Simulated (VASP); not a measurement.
# KBr (Pm-3m) in VASP: single point with r2SCAN50+D3(BJ)

Aim: the single point of KBr with r2SCAN50+D3(BJ).

Everything below comes from runs of VASP 6.6.1. Logs are shortened: lines on timing, memory, paths and dates and some standing lists are left out, and cuts for length are marked.

## (1) The cell of the first run

Symmetry: Pm-3m, No. 221, cubic system. Conventional cell: a = 4.043 Å, b = 4.043 Å, c = 4.043 Å, α = 90.00°, β = 90.00°, γ = 90.00°. Br (site symmetry m-3m) has 8 K at 3.50 Å and 6 Br at 4.04 Å within 4.6 Å. K (site symmetry m-3m) has 8 Br at 3.50 Å and 6 K at 4.04 Å within 4.6 Å.

## (2) Single point, r2SCAN50+D3(BJ)

POSCAR

```
KBr
1.0
    4.0434990000      0.0000000000      0.0000000000
    0.0000000000      4.0434990000      0.0000000000
    0.0000000000      0.0000000000      4.0434990000
Br K
1 1
Direct
    0.5000000000      0.5000000000      0.5000000000
    0.0000000000      0.0000000000      0.0000000000
```

INCAR.step1

```
SYSTEM = KBr
ALGO = Normal ; EDIFF = 1E-5
ENCUT = 520 ; GGA = PE
ISIF = 2 ; ISMEAR = 0
LASPH = .True. ; LCHARG = .False.
LREAL = .False. ; LWAVE = .True.
NBANDS = 15 ; NELM = 60
PREC = Accurate ; SIGMA = 0.01
```

INCAR.step2

```
SYSTEM = KBr
AEXX = 0.5 ; ALGO = Normal
EDIFF = 1E-7 ; ENCUT = 520
ISIF = 2 ; ISMEAR = 0
ISTART = 1 ; IVDW = 12
LASPH = .True. ; LCHARG = .False.
LHFCALC = .True. ; LMIXTAU = .True.
LREAL = .False. ; LWAVE = .False.
METAGGA = R2SCAN ; NBANDS = 15
NELM = 60 ; PREC = Accurate
PRECFOCK = Normal ; SIGMA = 0.01
VDW_A1 = 0.4311 ; VDW_A2 = 5.924
VDW_S6 = 1.0 ; VDW_S8 = 1.3294
```

KPOINTS

```
k-points
0
Gamma
  4 4 4
  0 0 0
```

Potentials or basis: VASP PAW PBE potentials, release 64 (Br, K_sv).

Command:

```
$ cat potpaw_PBE.64/Br/POTCAR potpaw_PBE.64/K_sv/POTCAR > POTCAR
$ cp INCAR.step1 INCAR
$ mpirun -np 1 vasp_std > vasp.out
$ cp INCAR.step2 INCAR
$ mpirun -np 1 vasp_std > vasp.out
```

OUTCAR:

```text
SYSTEM = KBr
   AEXX = 0.5
   EDIFF = 1E-7
   ENCUT = 520
   ISIF = 2
   ISMEAR = 0
   ISTART = 1
   IVDW = 12
   LASPH = .True.
   LHFCALC = .True.
   LREAL = .False.
   METAGGA = R2SCAN
   NELM = 60
   PREC = Accurate
   PRECFOCK = Normal
 IVDW          = 12

 ion  position               nearest neighbor table
   1  0.500  0.500  0.500-
   2  0.000  0.000  0.000-

  LATTYP: Found a simple cubic cell.
 ALAT       =     4.0434990000

  Lattice vectors:

 A1 = (   4.0434990000,   0.0000000000,   0.0000000000)
 A2 = (   0.0000000000,   4.0434990000,   0.0000000000)
 A3 = (   0.0000000000,   0.0000000000,   4.0434990000)

Analysis of symmetry for initial positions (statically):
=====================================================================
 Subroutine PRICEL returns:
 Original cell was already a primitive cell.

 Routine SETGRP: Setting up the symmetry group for a
 simple cubic supercell.

 Subroutine GETGRP returns: Found 48 space group operations
 (whereof 48 operations were pure point group operations)
 out of a pool of 48 trial point group operations.

The static configuration has the point symmetry O_h .

Analysis of symmetry for dynamics (positions and initial velocities):
=====================================================================
 Subroutine PRICEL returns:
 Original cell was already a primitive cell.

 Routine SETGRP: Setting up the symmetry group for a
 simple cubic supercell.

 Subroutine GETGRP returns: Found 48 space group operations
 (whereof 48 operations were pure point group operations)
 out of a pool of 48 trial point group operations.

The dynamic configuration has the point symmetry O_h .

 Subroutine INISYM returns: Found 48 space group operations
 (whereof 48 operations are pure point group operations),
 and found     1 'primitive' translations

----------------------------------------------------------------------------------------

                                     Primitive cell

  volume of cell :      66.1107

  direct lattice vectors                    reciprocal lattice vectors
     4.043499000  0.000000000  0.000000000     0.247310559  0.000000000  0.000000000
     0.000000000  4.043499000  0.000000000     0.000000000  0.247310559  0.000000000
     0.000000000  0.000000000  4.043499000     0.000000000  0.000000000  0.247310559
[... 84 lines left out ...]
   ISMEAR =     0;   SIGMA  =   0.01  broadening in eV -4-tet -1-fermi 0-gaus
   EFERMI_NEDOS =   21; number of points for ismear=-14 and -15
   IALGO  =     38    algorithm
   IMIX   =      1    mixing-type and parameters
     AMIX     =   0.40;   BMIX     =  1.00
     AMIX_MAG =   1.60;   BMIX_MAG =  1.00
  volume/ion in A,a.u.               =      33.06       223.07
  Fermi-wavevector in a.u.,A,eV,Ry     =   1.020213  1.927923 14.161412  1.040834
  Thomas-Fermi vector in A             =   2.153770
   LORBIT       =      0    0 simple, 1 ext, 2 COOP (PROOUT), +10 PAW based schemes
   METAGGA = R2SCAN    functional components
   LHFCALC =     T    Hartree Fock is set to
   PRECFOCK=normal    Normal, Fast or Accurate (Low or Medium for compatibility)
   ENCUT4O =  -1.0   cutoff for four orbital integrals eV
   NKREDX  =     1    reduce k-point grid by
   NKREDY  =     1    reduce k-point grid by
   NKREDZ  =     1    reduce k-point grid by
   AEXX    =    0.5000 exact exchange contribution
   HFSCREEN=    0.0000 screening length (either q_TF or 0.3 A-1)
   HFSCREENC=   0.0000 screening length for correlation (either q_TF or 0.3 A-1)
   ENCUTFOCK=  -1.0 apply spherical cutoff to Coloumb kernel
   IVDW    =    12    specifies the selected vdW correction
   LEPSILON=     F    determine dielectric tensor
   LRPA    =     F    only Hartree local field effects (RPA)
 non-spin polarized calculation
 Gauss-broadening in eV      SIGMA  =   0.01
  energy-cutoff  :      520.00
  volume of cell :       66.11
 maximum number of plane-waves:      1800
  NGX = 24; NGY = 24; NGZ = 24

 number of electron      15.9999999 magnetization

 Free energy of the ion-electron system (eV)
  ---------------------------------------------------
  ext. energy  EPLUGINS =         0.00000000
  ---------------------------------------------------
  free energy    TOTEN  =       -17.72170843 eV

  energy without entropy =      -17.72170843  energy(sigma->0) =      -17.72170843

 E-fermi :  -3.2134     XC(G=0):  -4.6865

 val. band max:       -3.3320527916   @ k =   0.5000   0.5000   0.0000
 cond. band min:       4.4014246726   @ k =   0.0000   0.0000   0.0000
 fundamental gap:      7.7334774642
 Fermi energy:        -3.2133665949

 k-point     1 :       0.0000    0.0000    0.0000
  band No.  band energies     occupation
      1     -36.8696      2.00000
      2     -18.4850      2.00000
      3     -17.3309      2.00000
      4     -17.3309      2.00000
      5     -17.3309      2.00000
      6      -3.6412      2.00000
      7      -3.6412      2.00000
      8      -3.6412      2.00000
      9       4.4014      0.00000
     10       6.5878      0.00000
     11       6.5878      0.00000
     12      11.4186      0.00000
     13      11.4186      0.00000
     14      11.4186      0.00000
[... 149 lines left out ...]
      2     -18.0206      2.00000
      3     -17.4413      2.00000
      4     -17.4413      2.00000
      5     -17.4413      2.00000
      6      -4.9841      2.00000
      7      -4.9841      2.00000
      8      -4.9841      2.00000
      9       8.0296      0.00000
     10       8.0296      0.00000
     11       8.0296      0.00000
     12      11.0492      0.00000
     13      11.0492      0.00000
     14      11.0492      0.00000
     15      13.3682      0.00000

------------------------ aborting loop because EDIFF is reached ----------------------------------------

 Edisp (eV)   -0.32096

 E8    (eV) :    -0.1670

  FORCE on cell =-STRESS in cart. coord.  units (eV):
  Direction    XX          YY          ZZ          XY          YZ          ZX
  --------------------------------------------------------------------------------------
  -------------------------------------------------------------------------------------
  Total      -0.81652    -0.81652    -0.81652    -0.00000     0.00000     0.00000
  in kB     -19.78805   -19.78805   -19.78805    -0.00000     0.00000     0.00000
  external pressure =      -19.79 kB  Pullay stress =        0.00 kB

 VOLUME and BASIS-vectors are now :
 -----------------------------------------------------------------------------
  energy-cutoff  :      520.00
  volume of cell :       66.11
      direct lattice vectors                 reciprocal lattice vectors
     4.043499000  0.000000000  0.000000000     0.247310559  0.000000000  0.000000000
     0.000000000  4.043499000  0.000000000     0.000000000  0.247310559  0.000000000
     0.000000000  0.000000000  4.043499000     0.000000000  0.000000000  0.247310559

 POSITION                                       TOTAL-FORCE (eV/Angst)
 -----------------------------------------------------------------------------------
      2.02175      2.02175      2.02175         0.000000      0.000000      0.000000
      0.00000      0.00000      0.00000         0.000000      0.000000      0.000000
 -----------------------------------------------------------------------------------
    total drift:                                0.000000      0.000000     -0.000000

  FREE ENERGIE OF THE ION-ELECTRON SYSTEM (eV)
  ---------------------------------------------------
  free  energy   TOTEN  =       -18.0426663404 eV

  energy  without entropy=      -18.0426663404  energy(sigma->0) =      -18.04266634
```

OUTCAR.step1:

```text
SYSTEM = KBr
   EDIFF = 1E-5
   ENCUT = 520
   GGA = PE
   ISIF = 2
   ISMEAR = 0
[... 385 lines left out ...]
      2.02175      2.02175      2.02175         0.000000      0.000000      0.000000
      0.00000      0.00000      0.00000         0.000000      0.000000      0.000000
 -----------------------------------------------------------------------------------
    total drift:                                0.000000      0.000000     -0.000000

  FREE ENERGIE OF THE ION-ELECTRON SYSTEM (eV)
  ---------------------------------------------------
  free  energy   TOTEN  =        -6.0743453331 eV

  energy  without entropy=       -6.0743453331  energy(sigma->0) =       -6.07434533
```

OSZICAR.step1:

```text
N       E                     dE             d eps       ncg     rms          rms(c)
DAV:   1     0.971378263264E+02    0.97138E+02   -0.71876E+03   300   0.962E+02
DAV:   2    -0.166252674120E+00   -0.97304E+02   -0.87712E+02   391   0.228E+02
DAV:   3    -0.597960108848E+01   -0.58133E+01   -0.57762E+01   412   0.496E+01
DAV:   4    -0.627776639516E+01   -0.29817E+00   -0.29814E+00   438   0.928E+00
DAV:   5    -0.628026270037E+01   -0.24963E-02   -0.24963E-02   419   0.100E+00    0.260E+00
DAV:   6    -0.610106232514E+01    0.17920E+00   -0.15693E-01   356   0.222E+00    0.192E+00
DAV:   7    -0.607105037701E+01    0.30012E-01   -0.91514E-02   384   0.188E+00    0.930E-01
DAV:   8    -0.607396961563E+01   -0.29192E-02   -0.14204E-02   396   0.838E-01    0.100E-01
DAV:   9    -0.607417977330E+01   -0.21016E-03   -0.45338E-04   399   0.168E-01    0.812E-02
DAV:  10    -0.607434270822E+01   -0.16293E-03   -0.21061E-04   335   0.103E-01    0.151E-02
DAV:  11    -0.607434533307E+01   -0.26249E-05   -0.94436E-06   333   0.229E-02
   1 F= -.60743453E+01 E0= -.60743453E+01  d E =-.710191E-62
```

It took 4.4 min on 1 thread of AMD EPYC 9R45 (Zen 5), shared host; peak memory 0.15 GiB.

Results:

```
Free energy                : -18.0427 eV
Pressure                   : -2.0 GPa
Band gap on the k mesh     : 7.73 eV (least direct gap 8.04 eV)
Dispersion energy per atom : -0.160 eV
```

Levels at points of the mesh, in eV from the valence-band top:
```
           k point  band 5  band 6  band 7  band 8  band 9  band 10  band 11  band 12
(0.00, 0.00, 0.00)  -14.00   -0.31   -0.31   -0.31    7.73     9.92     9.92    14.75
(0.50, 0.00, 0.00)  -13.81   -2.24   -0.26   -0.26   10.47    11.59    12.00    13.00
(0.50, 0.50, 0.00)  -13.96   -1.64   -1.64    0.00    9.17    10.77    12.66    12.66
(0.50, 0.50, 0.50)  -14.11   -1.65   -1.65   -1.65   11.36    11.36    11.36    14.38
```

Caveat: the PAW data sets were made with another functional, which shifts forces and pressure a little.
